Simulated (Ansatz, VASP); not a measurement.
**Sc2B5F in VASP and in Ansatz**

Contents of INCAR:

```
PREC = Accurate
ENCUT = 520
EDIFF = 1E-6
ISMEAR = 0
SIGMA = 0.1
LREAL = F
LASPH = T
NELM = 100
ALGO = Normal
ISIF = 2
LWAVE = F
LCHARG = F
GGA = PE
NBANDS = 32
```

KPOINTS

```
regular mesh
0
Gamma
  8 8 10
```

Contents of POSCAR:

```
Sc2B5F
1.0
    5.1469363350      0.0000000000      0.0000000000
    0.0000000000      5.1469363350      0.0000000000
    0.0000000000      0.0000000000      3.5542764885
Sc B F
2 5 1
Direct
    0.0000000000      0.5000000000      0.5000000000
    0.5000000000      0.0000000000      0.5000000000
    0.0000000000      0.0000000000      0.5000000000
    0.6588063763      0.6588063763      0.0000000000
    0.3411936237      0.6588063763      0.0000000000
    0.3411936237      0.3411936237      0.0000000000
    0.6588063763      0.3411936237      0.0000000000
    0.0000000000      0.0000000000      0.0000000000
```

Input for Ansatz:

```yaml
crystal:
  lattice:
    - [5.146936335, 0.0, 0.0]
    - [0.0, 5.146936335, 0.0]
    - [0.0, 0.0, 3.5542764885]
  atoms:
    - { symbol: Sc, position: [0.0, 0.5, 0.5] }
    - { symbol: Sc, position: [0.5, 0.0, 0.5] }
    - { symbol: B, position: [0.0, 0.0, 0.5] }
    - { symbol: B, position: [0.6588063763, 0.6588063763, 0.0] }
    - { symbol: B, position: [0.3411936237, 0.6588063763, 0.0] }
    - { symbol: B, position: [0.3411936237, 0.3411936237, 0.0] }
    - { symbol: B, position: [0.6588063763, 0.3411936237, 0.0] }
    - { symbol: F, position: [0.0, 0.0, 0.0] }
basis:
  ecutwfc: 420
kpoints:
  mp_grid: { grid: [8, 8, 10] }
  band_path:
    path:
      - [[0.0, 0.0, 0.0], [0.0, 0.5, 0.0], [0.5, 0.5, 0.0], [0.0, 0.0, 0.0], [0.0, 0.0, 0.5], [0.0, 0.5, 0.5], [0.5, 0.5, 0.5], [0.0, 0.0, 0.5]]
      - [[0.0, 0.5, 0.0], [0.0, 0.5, 0.5]]
      - [[0.5, 0.5, 0.0], [0.5, 0.5, 0.5]]
    npoints: 14
hamiltonian:
  xc: pbe
scf:
  occupations: { method: gaussian, width: 0.1 }
  n_extra_bands: 20
output:
  forces: true
  stress: true
  eigenvalues: true
  populations: true
  dos: { projected: true, de: 0.02, nscf_kmesh: { grid: [12, 12, 15] } }
  bader: true
  write_density: true
  write_potential: true
  elf: true
  volumetric_format: npy
```

Alike in both runs: task single point; functional PBE; k mesh 8 × 8 × 10; occupations gaussian, width 0.1 eV; no spin polarisation.

```csv
,VASP,Ansatz
version,VASP 6.6.1,Ansatz 0.2.0
potentials or method,"VASP PAW PBE potentials, release 64 (Sc_sv, B, F), cutoff 520 eV","scalar-relativistic, plane waves, PAW"
valence electrons in the cell,44,44
```

Ansatz gave:

- gap on the k mesh at the Fermi level (eV): none
- pressure (GPa): 0.0
- rms of the force components (eV/Å): 0.000

**Question.** What did VASP give for the same quantities?

**Answer.** gap on the k mesh at the Fermi level (eV): none; pressure (GPa): 0.1; rms of the force components (eV/Å): 0.005.

Atom by atom the forces differ by 0.005 eV/Å (rms over components). A gap of «none» marks a metal or a gap that the smearing closes. The functional is the same, so the differences come from potentials, cutoffs and numerics.
